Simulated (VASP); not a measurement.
**NaAl16: single point with PBE**

NaAl16, a slab with vacuum:

```
CELL_PARAMETERS angstrom
8.10000 0.00000 0.00000
0.00000 5.72757 0.00000
0.00000 0.00000 17.29567
ATOMIC_POSITIONS crystal
Al 0.25000 0.25000 0.05782
Al 0.75000 0.25000 0.05782
Al 0.25000 0.75000 0.05782
Al 0.75000 0.75000 0.05782
Al 0.99814 0.99822 0.13400
Al 0.50172 0.99824 0.13399
Al 0.99912 0.49780 0.13341
Al 0.50076 0.49781 0.13335
Al 0.24967 0.24160 0.22161
Al 0.74983 0.24740 0.22215
Al 0.24970 0.74721 0.22160
Al 0.74982 0.74544 0.22063
Al 0.99853 0.99487 0.29975
Al 0.50087 0.99482 0.29965
Al 0.00499 0.49101 0.29754
Al 0.49442 0.49091 0.29740
Na 0.74929 0.69087 0.41178
```

| Quantity | Value |
| --- | --- |
| Program | VASP 6.6.1 |
| Task | single point |
| Functional | PBE |
| Potentials or basis | VASP PAW PBE potentials, release 64 (Al, Na_pv) |
| Cutoff | 520 eV |
| k mesh | 3 × 4 × 1 |
| Occupations | gaussian, width 0.15 eV |
| Spin | no spin polarisation |
| Dipole correction | no |
| Further INCAR settings | LREAL = Auto; ALGO = Normal; EDIFF = 1e-07; NBANDS = 42 |

The largest force is 0.090 eV/Å. The band gap on the k mesh is zero (an odd number of electrons rules out a gap without spin polarisation).

Forces in eV/Å, atoms in the order of the input:
```
Al  -0.002 -0.034  0.058
Al   0.000 -0.020 -0.014
Al  -0.002 -0.007  0.040
Al   0.000 -0.021 -0.088
Al   0.001  0.001 -0.001
Al  -0.001  0.002 -0.001
Al  -0.003 -0.001  0.001
Al   0.002 -0.001  0.003
Al   0.002  0.002  0.000
Al   0.000  0.001  0.000
Al   0.001 -0.001  0.003
Al   0.000 -0.002  0.002
Al   0.010  0.002 -0.001
Al  -0.010  0.003 -0.001
Al  -0.007  0.001  0.002
Al   0.006  0.000  0.003
Na   0.002  0.076 -0.006
```

Levels at points of the mesh, in eV from the Fermi level:
| k point | band 23 | band 24 | band 25 | band 26 | band 27 | band 28 | band 29 | band 30 | band 31 | band 32 |
| --- | --- | --- | --- | --- | --- | --- | --- | --- | --- | --- |
| (0.00, 0.00, 0.00) | -1.71 | -1.61 | -0.90 | -0.89 | -0.65 | -0.28 | -0.14 | 0.07 | 0.77 | 1.05 |
| (0.00, 0.50, 0.00) | -1.12 | -0.92 | -0.86 | -0.17 | -0.12 | 0.52 | 0.55 | 1.09 | 1.11 | 1.45 |

It took 17 min on 1 thread of Oxide Virtual Turin-like Processor (shared host), peak memory 0.75 GiB.

Caveat: there is no dipole correction, which matters where the two faces differ.
